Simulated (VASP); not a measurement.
# BeS (F-43m) in VASP: further runs, part 2 of 2

VASP 6.6.1. The steps go on from the part before.

**5. Single point, PBE0**

POSCAR

```
BeS
1.0
    0.0000000000      2.4250000000      2.4250000000
    2.4250000000      0.0000000000      2.4250000000
    2.4250000000      2.4250000000      0.0000000000
S Be
1 1
Direct
    0.7500000000      0.7500000000      0.7500000000
    0.0000000000      0.0000000000      0.0000000000
```

INCAR.step1

```
ALGO = Normal
EDIFF = 1E-5
ENCUT = 520
GGA = PE
ISIF = 2
ISMEAR = -1
LASPH = T
LCHARG = F
LREAL = F
LWAVE = T
NBANDS = 11
NELM = 100
PREC = Accurate
SIGMA = 0.05
```

INCAR.step2

```
AEXX = 0.25
ALGO = Normal
EDIFF = 1E-6
ENCUT = 520
GGA = PE
ISIF = 2
ISMEAR = -1
ISTART = 1
LASPH = T
LCHARG = F
LHFCALC = T
LREAL = F
LWAVE = F
NBANDS = 11
NELM = 100
PREC = Accurate
PRECFOCK = Normal
SIGMA = 0.05
```

KPOINTS

```
k-points
0
Gamma
  6 6 6
```

Potentials or basis: VASP PAW PBE potentials, release 64 (S, Be).

Launch:

```sh
$ cat potpaw_PBE.64/S/POTCAR potpaw_PBE.64/Be/POTCAR > POTCAR
$ cp INCAR.step1 INCAR
$ mpirun -np 1 vasp_std > vasp.out
$ cp INCAR.step2 INCAR
$ mpirun -np 1 vasp_std > vasp.out
```

OUTCAR:

```text
AEXX = 0.25
   EDIFF = 1E-6
   ENCUT = 520
   GGA = PE
   ISIF = 2
   ISMEAR = -1
   ISTART = 1
   LASPH = T
   LHFCALC = T
   LREAL = F
   NELM = 100
   PREC = Accurate
   PRECFOCK = Normal

 ion  position               nearest neighbor table
   1  0.750  0.750  0.750-   2 2.10   2 2.10   2 2.10   2 2.10
   2  0.000  0.000  0.000-   1 2.10   1 2.10   1 2.10   1 2.10

  LATTYP: Found a face centered cubic cell.
 ALAT       =     4.8500000000

  Lattice vectors:

 A1 = (   0.0000000000,   2.4250000000,   2.4250000000)
 A2 = (   2.4250000000,   0.0000000000,   2.4250000000)
 A3 = (   2.4250000000,   2.4250000000,   0.0000000000)

Analysis of symmetry for initial positions (statically):
=====================================================================
 Subroutine PRICEL returns:
 Original cell was already a primitive cell.

 Routine SETGRP: Setting up the symmetry group for a
 face centered cubic supercell.

 Subroutine GETGRP returns: Found 24 space group operations
 (whereof 24 operations were pure point group operations)
 out of a pool of 48 trial point group operations.

The static configuration has the point symmetry T_d .

Analysis of symmetry for dynamics (positions and initial velocities):
=====================================================================
 Subroutine PRICEL returns:
 Original cell was already a primitive cell.

 Routine SETGRP: Setting up the symmetry group for a
 face centered cubic supercell.

 Subroutine GETGRP returns: Found 24 space group operations
 (whereof 24 operations were pure point group operations)
 out of a pool of 48 trial point group operations.

The dynamic configuration has the point symmetry T_d .

 Subroutine INISYM returns: Found 24 space group operations
 (whereof 24 operations are pure point group operations),
 and found     1 'primitive' translations

----------------------------------------------------------------------------------------

                                     Primitive cell

  volume of cell :      28.5210

  direct lattice vectors                    reciprocal lattice vectors
     0.000000000  2.425000000  2.425000000    -0.206185567  0.206185567  0.206185567
     2.425000000  0.000000000  2.425000000     0.206185567 -0.206185567  0.206185567
     2.425000000  2.425000000  0.000000000     0.206185567  0.206185567 -0.206185567

  length of vectors
     3.429467889  3.429467889  3.429467889     0.357123878  0.357123878  0.357123878

  position of ions in fractional coordinates (direct lattice)
     0.750000000  0.750000000  0.750000000
     0.000000000  0.000000000  0.000000000

  ion indices of the primitive-cell ions
   primitive index   ion index
                 1           1
                 2           2

----------------------------------------------------------------------------------------

 KPOINTS: k-points

Automatic generation of k-mesh.
 Grid dimensions read from file:
 generate k-points for:    6    6    6

 Generating k-lattice:

  Cartesian coordinates                     Fractional coordinates (reciprocal lattice)
[... 37 lines left out ...]
   dimension x,y,z NGXF=    56 NGYF=   56 NGZF=   56
   ions per type =               1   1
   NGX,Y,Z   is equivalent  to a cutoff of  13.57, 13.57, 13.57 a.u.
   NGXF,Y,Z  is equivalent  to a cutoff of  27.15, 27.15, 27.15 a.u.
 SYSTEM =  unknown system
   PREC   = accura    normal or accurate (medium, high low for compatibility)
   ISTART =      1    job   : 0-new  1-cont  2-samecut
   ICHARG =      0    charge: 1-file 2-atom 10-const
   ISPIN  =      1    spin polarized calculation?
   LNONCOLLINEAR =      F non collinear calculations
   LSORBIT =      F    spin-orbit coupling
   LASPH  =      T    aspherical Exc in radial PAW
   ENCUT  =  520.0 eV  38.22 Ry    6.18 a.u.   6.38  6.38  6.38*2*pi/ulx,y,z
   NELM   =    100;   NELMIN=  2; NELMDL=  0     # of ELM steps
   EDIFF  = 0.1E-05   stopping-criterion for ELM
   LREAL  =      F    real-space projection
   EDIFFG = 0.1E-04   stopping-criterion for IOM
   NSW    =      0    number of steps for IOM
   IBRION =     -1    ionic relax: 0-MD 1-quasi-New 2-CG
   NFREE  =      0    steps in history (QN), initial steepest desc. (CG)
   ISIF   =      2    stress and relaxation
   ISYM   =      3    0-nonsym 1-usesym 2-fastsym
   POTIM  = 0.5000    time-step for ionic-motion
   TEBEG  =    0.0;   TEEND  =   0.0 temperature during run
   PSTRESS=    0.0 pullay stress
   NELECT =       8.0000    total number of electrons
   NUPDOWN=      -1.0000    fix difference up-down
   EMIN   =  10.00;   EMAX   =-10.00  energy-range for DOS
   EFERMI =   0.00;   METHOD = LEGACY
   ISMEAR =    -1;   SIGMA  =   0.05  broadening in eV -4-tet -1-fermi 0-gaus
   EFERMI_NEDOS =   21; number of points for ismear=-14 and -15
   IALGO  =     38    algorithm
   IMIX   =      1    mixing-type and parameters
     AMIX     =   0.40;   BMIX     =  1.00
     AMIX_MAG =   1.60;   BMIX_MAG =  1.00
  volume/ion in A,a.u.               =      14.26        96.23
  Fermi-wavevector in a.u.,A,eV,Ry     =   1.071642  2.025110 15.625158  1.148417
  Thomas-Fermi vector in A             =   2.207388
   LORBIT       =      0    0 simple, 1 ext, 2 COOP (PROOUT), +10 PAW based schemes
   GGA     = PE    functional components
   LHFCALC =     T    Hartree Fock is set to
   PRECFOCK=normal    Normal, Fast or Accurate (Low or Medium for compatibility)
   ENCUT4O =  -1.0   cutoff for four orbital integrals eV
   NKREDX  =     1    reduce k-point grid by
   NKREDY  =     1    reduce k-point grid by
   NKREDZ  =     1    reduce k-point grid by
   AEXX    =    0.2500 exact exchange contribution
   HFSCREEN=    0.0000 screening length (either q_TF or 0.3 A-1)
   HFSCREENC=   0.0000 screening length for correlation (either q_TF or 0.3 A-1)
   ENCUTFOCK=  -1.0 apply spherical cutoff to Coloumb kernel
   IVDW    =     0    specifies the selected vdW correction
   LEPSILON=     F    determine dielectric tensor
   LRPA    =     F    only Hartree local field effects (RPA)
 non-spin polarized calculation
  energy-cutoff  :      520.00
  volume of cell :       28.52
 maximum number of plane-waves:       778
 NGX is ok and might be reduce to    28
  NGX = 20; NGY = 20; NGZ = 20

 number of electron       7.9999999 magnetization

 Free energy of the ion-electron system (eV)
  ---------------------------------------------------
  ext. energy  EPLUGINS =         0.00000000
  ---------------------------------------------------
  free energy    TOTEN  =       -11.99383616 eV

  energy without entropy =      -11.99383616  energy(sigma->0) =      -11.99383616

 E-fermi :   4.2374     XC(G=0):  -7.6974

 val. band max:        3.1425022366   @ k =   0.0000   0.0000   0.0000
 cond. band min:       7.9177019687   @ k =   0.5000   0.5000   0.0000
 fundamental gap:      4.7751997321
 Fermi energy:         4.2373827242

 k-point     1 :       0.0000    0.0000    0.0000
  band No.  band energies     occupation
      1     -12.0007      2.00000
      2       3.1425      2.00000
      3       3.1425      2.00000
      4       3.1425      2.00000
      5      10.7583      0.00000
      6      10.7583      0.00000
      7      10.7583      0.00000
      8      10.9337      0.00000
      9      18.1906      0.00000
     10      18.1906      0.00000
     11      20.1666      0.00000
[... 197 lines left out ...]
 k-point    16 :      -0.3333    0.5000    0.1667
  band No.  band energies     occupation
      1      -9.5668      2.00000
      2      -1.9794      2.00000
      3      -0.6188      2.00000
      4      -0.3328      2.00000
      5      10.0771      0.00000
      6      11.7335      0.00000
      7      15.3930      0.00000
      8      15.9041      0.00000
      9      20.0877      0.00000
     10      20.0919      0.00000
     11      22.7067      0.00000

------------------------ aborting loop because EDIFF is reached ----------------------------------------

  FORCE on cell =-STRESS in cart. coord.  units (eV):
  Direction    XX          YY          ZZ          XY          YZ          ZX
  --------------------------------------------------------------------------------------
  -------------------------------------------------------------------------------------
  Total        0.0077509      0.0077509      0.0077509     -0.0000000      0.0000000      0.0000000
  in kB        0.4354095      0.4354095      0.4354095     -0.0000000      0.0000000      0.0000000
  external PRESSURE =       0.4354095 kB  Pullay stress =       0.0000000 kB

 VOLUME and BASIS-vectors are now :
 -----------------------------------------------------------------------------
  energy-cutoff  :      520.00
  volume of cell :       28.52
      direct lattice vectors                 reciprocal lattice vectors
     0.000000000  2.425000000  2.425000000    -0.206185567  0.206185567  0.206185567
     2.425000000  0.000000000  2.425000000     0.206185567 -0.206185567  0.206185567
     2.425000000  2.425000000  0.000000000     0.206185567  0.206185567 -0.206185567

 POSITION                                       TOTAL-FORCE (eV/Angst)
 -----------------------------------------------------------------------------------
      3.63750      3.63750      3.63750        -0.000000     -0.000000     -0.000000
      0.00000      0.00000      0.00000         0.000000      0.000000      0.000000
 -----------------------------------------------------------------------------------
    total drift:                                0.000000     -0.000000     -0.000000

  FREE ENERGIE OF THE ION-ELECTRON SYSTEM (eV)
  ---------------------------------------------------
  free  energy   TOTEN  =       -11.9938361635 eV

  energy  without entropy=      -11.9938361635  energy(sigma->0) =      -11.99383616
```

OSZICAR.step1:

```text
N       E                     dE             d eps       ncg     rms          rms(c)
DAV:   1     0.202307340048E+02    0.20231E+02   -0.40247E+03   352   0.634E+02
DAV:   2    -0.897190991816E+01   -0.29203E+02   -0.28246E+02   467   0.118E+02
DAV:   3    -0.101761991944E+02   -0.12043E+01   -0.12019E+01   444   0.234E+01
DAV:   4    -0.101837482244E+02   -0.75490E-02   -0.75481E-02   432   0.219E+00
DAV:   5    -0.101838096441E+02   -0.61420E-04   -0.61419E-04   459   0.185E-01    0.566E+00
DAV:   6    -0.100479679917E+02    0.13584E+00   -0.11763E-01   405   0.164E+00    0.386E+00
DAV:   7    -0.100069450840E+02    0.41023E-01   -0.11945E-01   422   0.181E+00    0.995E-01
DAV:   8    -0.100081510386E+02   -0.12060E-02   -0.65802E-03   449   0.417E-01    0.148E-01
DAV:   9    -0.100082495977E+02   -0.98559E-04   -0.51085E-04   445   0.143E-01    0.315E-02
DAV:  10    -0.100082864599E+02   -0.36862E-04   -0.69803E-05   417   0.456E-02    0.100E-02
DAV:  11    -0.100082922615E+02   -0.58016E-05   -0.17125E-05   416   0.217E-02
   1 F= -.10008292E+02 E0= -.10008292E+02  d E =-.139036E-10
```

Run time: 12 min. Hardware: 1 thread of AMD EPYC 7R43 (Zen 3), shared host; peak memory 0.12 GiB.

What came out:

| Property | Result |
| --- | --- |
| Free energy | -11.9938 eV |
| Pressure | 0.0 GPa |
| Band gap on the k mesh | 4.78 eV, indirect (least direct gap 7.62 eV) |

Caveat: the PAW data sets were made with another functional, which shifts forces and pressure a little. A k mesh can miss the band edges.

**6. Overview**

```csv
level,k mesh,cutoff (eV),smearing,grid for exact exchange (PRECFOCK),gap on the mesh (eV),pressure (GPa)
PBE,9 × 9 × 9,600,gaussian 0.013 eV,-,3.21,1.6
PBE,9 × 9 × 9,600,gaussian 0.015 eV,-,3.21,1.6
PBE,9 × 9 × 9,600,gaussian 0.016 eV,-,3.21,1.6
PBE0,6 × 6 × 6,520,fermi-dirac 0.05 eV,Normal,4.78,0.0
```

Alike in all rows: task single point; potentials or basis VASP PAW PBE potentials, release 64 (S, Be); no spin polarisation; cell as given.

On the cell as given the gap runs from 3.21 eV (PBE) to 4.78 eV (PBE0); the meshes differ, which moves gaps too. The pressure there spans 0.0 GPa (PBE0) to 1.6 GPa (PBE); a positive pressure means that this level wants a larger cell, a negative one a smaller.

Caveats: the PAW data sets were made with another functional, which shifts forces and pressure a little (some runs).

Total energies depend on the potentials used, so only differences within one code and one set of settings carry meaning.
